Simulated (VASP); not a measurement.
Write the native input for VASP 6.6.1 that does the following.

| Quantity | Value |
| --- | --- |
| Task | single point |
| Functional | PBE |
| Potentials or basis | VASP PAW PBE potentials, release 64 (Sr_sv) |
| Cutoff | 520 eV |
| k mesh | 11 × 11 × 10 |
| Occupations | fermi-dirac, width 0.05 eV |
| Spin | no spin polarisation |
| Dipole correction | no |
| Further INCAR settings | ALGO = Normal; EDIFF = 1e-06; NBANDS = 11 |

The structure of Sr lies in POSCAR:

```
Sr
1.0
    3.7467869239      0.0000000000      0.0000000000
   -1.8733934620      3.2448126587      0.0000000000
    0.0000000000      0.0000000000      3.4385130114
Sr
1
Direct
    0.0000000000      0.0000000000      0.0000000000
```

This cell differs from its parent crystal: volume scaled by 0.76.

One way to write it, as run:

INCAR

```
SYSTEM = Sr
  PREC = Accurate
  ENCUT = 520
  EDIFF = 1E-6
  ISMEAR = -1
  SIGMA = 0.05
  LREAL = .FALSE.
  LASPH = .TRUE.
  NELM = 60
  ALGO = Normal
  ISIF = 2
  LWAVE = .FALSE.
  LCHARG = .FALSE.
  GGA = PE
  NBANDS = 11
```

KPOINTS

```
regular mesh
0
G
  11 11 10
  0 0 0
```

Potentials or basis: VASP PAW PBE potentials, release 64 (Sr_sv).

The run is started by

```sh
$ cat potpaw_PBE.64/Sr_sv/POTCAR > POTCAR
$ mpirun -np 1 vasp_std > vasp.out
```

It gave:

| Quantity | Value |
| --- | --- |
| Pressure | 4.1 GPa |
| Band gap on the k mesh | zero (band 5 reaches 2.75 eV, above the bottom of band 6 at 2.34 eV) |

Wall time 22 s on 1 thread of Intel(R) Xeon(R) Platinum 8488C (Sapphire Rapids), with other jobs on the host, peak memory 0.18 GiB.
